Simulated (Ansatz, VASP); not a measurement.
# Two plane-wave programs on SiMo3

Contents of INCAR:

```
SYSTEM = SiMo3
PREC = Accurate
ENCUT = 520
EDIFF = 1E-6
ISMEAR = 0
SIGMA = 0.15
LREAL = .FALSE.
LASPH = .TRUE.
NELM = 80
ALGO = Fast
ISIF = 2
LWAVE = .FALSE.
LCHARG = .FALSE.
GGA = PE
NBANDS = 56
```

File KPOINTS:

```
regular mesh
0
G
  8 8 8
  0 0 0
```

POSCAR

```
SiMo3
1.0
    4.9064535172      0.0000000000      0.0000000000
    0.0000000000      4.9064535172      0.0000000000
    0.0000000000      0.0000000000      4.9064535172
Si Mo
2 6
Direct
    0.0000000000      0.0000000000      0.0244575842
    0.5000000000      0.5000000000      0.5000000000
    0.2500000000      0.0000000000      0.5000000000
    0.5000000000      0.7500000000      0.0000000000
    0.7500000000      0.0000000000      0.5000000000
    0.5000000000      0.2500000000      0.0000000000
    0.0000000000      0.5000000000      0.7500000000
    0.0000000000      0.5000000000      0.2500000000
```

Input for Ansatz:

```yaml
crystal:
  lattice:
    - [4.9064535172, 0.0, 0.0]
    - [0.0, 4.9064535172, 0.0]
    - [0.0, 0.0, 4.9064535172]
  atoms:
    - { symbol: Si, position: [0.0, 0.0, 0.0244575842] }
    - { symbol: Si, position: [0.5, 0.5, 0.5] }
    - { symbol: Mo, position: [0.25, 0.0, 0.5] }
    - { symbol: Mo, position: [0.5, 0.75, 0.0] }
    - { symbol: Mo, position: [0.75, 0.0, 0.5] }
    - { symbol: Mo, position: [0.5, 0.25, 0.0] }
    - { symbol: Mo, position: [0.0, 0.5, 0.75] }
    - { symbol: Mo, position: [0.0, 0.5, 0.25] }
basis:
  ecutwfc: 420
kpoints:
  mp_grid: { grid: [8, 8, 8] }
hamiltonian:
  xc: pbe
scf:
  occupations: { method: gaussian, width: 0.15 }
output:
  forces: true
  stress: true
  eigenvalues: true
```

Alike in both runs: task single point; functional PBE; k mesh 8 × 8 × 8; occupations gaussian, width 0.15 eV; no spin polarisation.

```csv
,VASP,Ansatz
version,VASP 6.6.1,Ansatz 0.2.0
potentials or method,"VASP PAW PBE potentials, release 64 (Si, Mo_sv), cutoff 520 eV","scalar-relativistic, plane waves, PAW"
valence electrons in the cell,92,92
```

|  | VASP | Ansatz | Ansatz less VASP |
| --- | --- | --- | --- |
| gap on the k mesh at the Fermi level (eV) | none | none | - |
| pressure (GPa) | 0.8 | 0.3 | -0.46 |
| traceless stress, the component that is largest in VASP (GPa) | 0.31 | 0.31 | -0.001 |
| rms of the force components (eV/Å) | 0.265 | 0.265 | -0.0007 |

Atom by atom the forces differ by 0.001 eV/Å (rms over components). A gap of «none» marks a metal or a gap that the smearing closes.
